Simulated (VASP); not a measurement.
InAg, 2 atoms in the cell. The structure is cubic, space group Pm-3m (No. 221). Conventional cell: a = 3.465 Å, b = 3.465 Å, c = 3.465 Å, α = 90.00°, β = 90.00°, γ = 90.00°. In (site symmetry m-3m) has 8 Ag at 3.00 Å and 6 In at 3.46 Å within 4.0 Å. Within 4.0 Å of Ag (site symmetry m-3m) lie 8 In at 3.00 Å and 6 Ag at 3.46 Å. 

| Quantity | Value |
| --- | --- |
| Program | VASP 6.6.1 |
| Task | single point |
| Functional | LDA |
| Potentials or basis | VASP PAW LDA potentials, release 64 (In_d, Ag) |
| Cutoff | 500 eV |
| k mesh | 7 × 7 × 7 |
| Occupations | fermi-dirac, width 0.05 eV |
| Spin | no spin polarisation |
| Dipole correction | no |
| Further INCAR settings | ALGO = Normal; EDIFF = 1e-06; NBANDS = 19 |

Potentials or basis: VASP PAW LDA potentials, release 64 (In_d, Ag).

The run is started by

```bash
$ cat potpaw_LDA.64/In_d/POTCAR potpaw_LDA.64/Ag/POTCAR > POTCAR
$ mpirun -np 1 vasp_std > vasp.out
```

Hardware: 1 thread of Intel(R) Xeon(R) Platinum 8559C (Emerald Rapids) (shared host).

Q: How long does it take, and how much memory?

A: Wall time 8.2 s on 1 thread of Intel(R) Xeon(R) Platinum 8559C (Emerald Rapids), on a shared host, peak memory 0.14 GiB. Counts: scf iterations 12, k points 20.
